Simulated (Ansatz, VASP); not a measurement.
# One calculation of Al, two programs

```xyz
1
Lattice="0.0000 2.0199 2.0199 2.0199 0.0000 2.0199 2.0199 2.0199 0.0000" Properties=species:S:1:pos:R:3 pbc="T T T"
Al    0.0000    0.0000    0.0000
```

Alike in both runs: task single point; functional r2SCANh; k mesh 9 × 9 × 9; occupations fermi-dirac, width 0.05 eV; no spin polarisation.

|  | VASP | Ansatz |
| --- | --- | --- |
| version | VASP 6.6.1 | Ansatz 0.2.0 |
| potentials or method | VASP PAW PBE potentials, release 64 (Al), cutoff 520 eV | plane-wave PAW DFT |
| valence electrons in the cell | 3 | 3 |

```tsv
	VASP	Ansatz	Ansatz less VASP
pressure (GPa)	-2.6	-2.5	+0.14
```

VASP's potentials were made for PBE, not for r2SCANh. Ansatz's warnings: filled band counts differ across k points, stress exchange threshold loose, stress scf threshold loose.
